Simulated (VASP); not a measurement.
A run of VASP 6.6.1:

Contents of INCAR:

```
SYSTEM = AlN
ALGO = Normal
EDIFF = 1E-6
ENCUT = 520
GGA = PE
ISIF = 2
ISMEAR = 0
LASPH = .TRUE.
LCHARG = .FALSE.
LREAL = .FALSE.
LWAVE = .FALSE.
NBANDS = 26
NELM = 80
PREC = Accurate
SIGMA = 0.05
```

Contents of KPOINTS:

```
k-points
0
G
  8 8 3
  0 0 0
```

Contents of POSCAR:

```
AlN
1.0
   -3.1302395629      0.0000000000      0.0000000000
   -1.5651197814     -2.7108669814      0.0000000000
   -3.9126429416     -2.2589654556     10.0359593112
Al N
4 4
Direct
   -0.4204818118     -0.4204818118      0.9046143587
   -0.0038318118     -0.0038318118      0.4046143587
    0.5378265216      0.5378265216      0.1546143587
    0.1211765216      0.1211765216      0.6546143587
    0.2538484784      0.2538484784      0.0953856413
   -0.1628015216     -0.1628015216      0.5953856413
    0.3788568118      0.3788568118      0.3453856413
   -0.0377931882     -0.0377931882      0.8453856413
```

Potentials or basis: VASP PAW PBE potentials, release 64 (Al, N).

Launch:

```console
$ cat potpaw_PBE.64/Al/POTCAR potpaw_PBE.64/N/POTCAR > POTCAR
$ mpirun -np 1 vasp_std > vasp.out
```

Hardware: 1 thread of Intel(R) Xeon(R) 6975P-C (Granite Rapids), with other jobs on the host.

Question: Estimate the wall time of this run.

Answer: It took 45 s on 1 thread of Intel(R) Xeon(R) 6975P-C (Granite Rapids) (shared host), peak memory 0.25 GiB. Counts: scf iterations 14, k points 57.
